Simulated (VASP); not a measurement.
Write the native input for VASP 6.6.1 that does the following.

| Quantity | Value |
| --- | --- |
| Task | single point |
| Functional | PBEsol |
| Potentials or basis | VASP PAW PBE potentials, release 64 (Mo_sv, S) |
| Cutoff | 520 eV |
| k mesh | 12 × 12 × 2 |
| Occupations | methfessel-paxton, width 0.157 eV |
| Spin | no spin polarisation |
| Dipole correction | no |
| Further INCAR settings | ALGO = Normal; EDIFF = 1e-07; NBANDS = 35 |

The structure of MoS2 lies in POSCAR:

```
MoS2
1.0
    3.2045000000      0.0000000000      0.0000000000
   -1.6022500000      2.7751784064      0.0000000000
    0.0000000000      0.0000000000     13.0731000000
Mo S
2 4
Direct
    0.3333333333      0.6666666667      0.2500000000
    0.6666666667      0.3333333333      0.7500000000
    0.3333333333      0.6666666667      0.6259932117
    0.6666666667      0.3333333333      0.1259932117
    0.3333333333      0.6666666667      0.8740067883
    0.6666666667      0.3333333333      0.3740067883
```

These files were run (other wordings do the same):

INCAR

```
SYSTEM = MoS2
PREC = Accurate
ENCUT = 520
EDIFF = 1E-7
ISMEAR = 1
SIGMA = 0.157
LREAL = .FALSE.
LASPH = .TRUE.
NELM = 80
ALGO = Normal
ISIF = 2
LWAVE = .FALSE.
LCHARG = .TRUE.
GGA = PS
LELF = .TRUE.
LVHAR = .TRUE.
NBANDS = 35
```

KPOINTS

```
regular mesh
0
G
  12 12 2
  0 0 0
```

Potentials or basis: VASP PAW PBE potentials, release 64 (Mo_sv, S).

Launch:

```sh
$ cat potpaw_PBE.64/Mo_sv/POTCAR potpaw_PBE.64/S/POTCAR > POTCAR
$ mpirun -np 1 vasp_std > vasp.out
```

It gave:

| Quantity | Value |
| --- | --- |
| Pressure | -10.3 GPa |
| Largest force | 1.404 eV/Å |
| Band gap on the k mesh | 1.08 eV, indirect (least direct gap 1.66 eV) |

Caveat: the PAW data sets were made with another functional, which shifts forces and pressure a little; this functional lacks dispersion, which binds the layers, so the pressure and a relaxed spacing across them are unreliable.

It took 2.1 min on 1 thread of Intel(R) Xeon(R) Platinum 8259CL CPU @ 2.50GHz (Skylake/Cascade Lake) (shared host), peak memory 0.29 GiB.
